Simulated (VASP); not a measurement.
# Bi7Sb: relaxation of cell and atoms with PBE+D3(BJ)

Bi7Sb:

```
Sb Bi
1.0
     9.01777    0.00000    0.00000
     4.50888   -7.80962    0.00000
     4.50888   -2.60321   -7.73888
Sb Bi
2 14
Direct
  0.11697 0.61697 0.14910
  0.61697 0.11697 0.64910
  0.11860 0.11902 0.14335
  0.11902 0.61902 0.64335
  0.11902 0.11860 0.64335
  0.61902 0.61860 0.14335
  0.61902 0.11902 0.14335
  0.61860 0.61902 0.64335
  0.38131 0.88131 0.35608
  0.37766 0.38371 0.35492
  0.38371 0.88371 0.85492
  0.38371 0.37766 0.85492
  0.88371 0.87766 0.35492
  0.88371 0.38371 0.35492
  0.87766 0.88371 0.85492
  0.88131 0.38131 0.85608
```

| Item | Value |
| --- | --- |
| Program | VASP 6.6.1 |
| Task | relaxation of cell and atoms |
| Functional | PBE |
| Dispersion | D3(BJ) |
| Potentials or basis | VASP PAW PBE potentials, release 64 (Sb, Bi_d) |
| Cutoff | 600 eV |
| k mesh | 6 × 6 × 4 |
| Occupations | gaussian, width 0.03 eV |
| Spin | no spin polarisation |
| Further INCAR settings | ALGO = Normal; EDIFF = 1e-07; IBRION = 2; EDIFFG = -0.005; NSW = 90; ISIF = 3 |

| Quantity | Value |
| --- | --- |
| Relaxed volume | 34.04 Å³/atom |
| Relaxed cell | a = 9.015 Å, b = 9.015 Å, c = 9.325 Å, α = 61.09°, β = 61.09°, γ = 60.00° |
| Space group after relaxing (to 0.1 Å) | R3m (No. 160) |
| Energy gained by relaxing | 0.0 meV/atom |
| Ionic steps | 11 |
| Pressure after relaxing | 0.0 GPa |
| Largest force after relaxing | 0.004 eV/Å |
| Band gap on the k mesh | zero (bands 110 and 111 overlap by 0.21 eV) |
| Dispersion energy per atom | -0.463 eV |

Forces on the atoms (eV/Å):
```
Sb   0.000  0.000  0.003
Sb   0.000  0.000  0.003
Bi   0.000  0.000  0.002
Bi   0.000  0.000  0.002
Bi   0.000  0.000  0.002
Bi   0.000  0.000  0.002
Bi   0.000  0.000  0.002
Bi   0.000  0.000  0.002
Bi   0.000  0.000  0.001
Bi   0.002  0.001 -0.003
Bi  -0.002  0.001 -0.003
Bi   0.000 -0.002 -0.003
Bi   0.000 -0.002 -0.003
Bi  -0.002  0.001 -0.003
Bi   0.002  0.001 -0.003
Bi   0.000  0.000  0.001
```

Step by step:
| step | energy change (eV) | largest force (eV/Å) | pressure (GPa) | volume (Å³) |
| --- | --- | --- | --- | --- |
| 1 | 0.0000 | 0.0094 | -0.03 | 545.01 |
| 2 | -0.0001 | 0.0072 | 0.02 | 544.50 |
| 3 | -0.0001 | 0.0076 | 0.01 | 544.61 |
| 4 | -0.0001 | 0.0066 | 0.01 | 544.62 |
| 5 | -0.0002 | 0.0075 | 0.01 | 544.67 |
| 6 | -0.0004 | 0.0101 | 0.00 | 544.77 |
| 7 | -0.0005 | 0.0154 | -0.01 | 544.97 |
| 8 | -0.0005 | 0.0133 | -0.01 | 544.89 |
| 9 | -0.0005 | 0.0112 | 0.00 | 544.83 |
| 10 | -0.0007 | 0.0054 | 0.01 | 544.65 |
| 11 | -0.0007 | 0.0037 | 0.02 | 544.57 |

Final structure:
```cif
data_structure
_symmetry_space_group_name_H-M 'P 1'
_symmetry_Int_Tables_number 1
_cell_length_a 9.0154
_cell_length_b 9.0154
_cell_length_c 9.3245
_cell_angle_alpha 61.091
_cell_angle_beta 61.091
_cell_angle_gamma 60.000
_cell_volume 544.57
loop_
_atom_site_label
_atom_site_type_symbol
_atom_site_fract_x
_atom_site_fract_y
_atom_site_fract_z
_atom_site_occupancy
Sb1 Sb 0.11736 0.61736 0.14792 1
Sb2 Sb 0.61736 0.11736 0.64792 1
Bi1 Bi 0.11706 0.11956 0.14383 1
Bi2 Bi 0.11956 0.61956 0.64383 1
Bi3 Bi 0.11956 0.11706 0.64383 1
Bi4 Bi 0.61956 0.61706 0.14383 1
Bi5 Bi 0.61956 0.11956 0.14383 1
Bi6 Bi 0.61706 0.61956 0.64383 1
Bi7 Bi 0.38179 0.88179 0.35463 1
Bi8 Bi 0.37623 0.38422 0.35532 1
Bi9 Bi 0.38422 0.88422 0.85532 1
Bi10 Bi 0.38422 0.37623 0.85532 1
Bi11 Bi 0.88422 0.87623 0.35532 1
Bi12 Bi 0.88422 0.38422 0.35532 1
Bi13 Bi 0.87623 0.88422 0.85532 1
Bi14 Bi 0.88179 0.38179 0.85463 1
```

Levels at points of the mesh, in eV from the Fermi level:
```
           k point  band 107  band 108  band 109  band 110  band 111  band 112  band 113  band 114
(0.00, 0.00, 0.00)     -0.55     -0.32     -0.30     -0.30     -0.20     -0.20      0.03      0.37
(0.50, 0.00, 0.00)     -1.22     -1.22     -1.01     -1.01      1.24      1.24      1.68      1.68
(0.50, 0.50, 0.00)     -0.90     -0.81     -0.33     -0.22      0.65      0.73      0.93      0.97
(0.00, 0.00, 0.50)     -1.05     -1.05     -1.05     -1.05      1.56      1.56      1.73      1.73
```

It took 110 min on 4 MPI ranks on Intel(R) Xeon(R) 6975P-C (Granite Rapids), with other jobs on the host, peak memory 2.5 GiB a rank.

Caveat: spin-orbit coupling is left out, which moves the levels of the heavy elements.
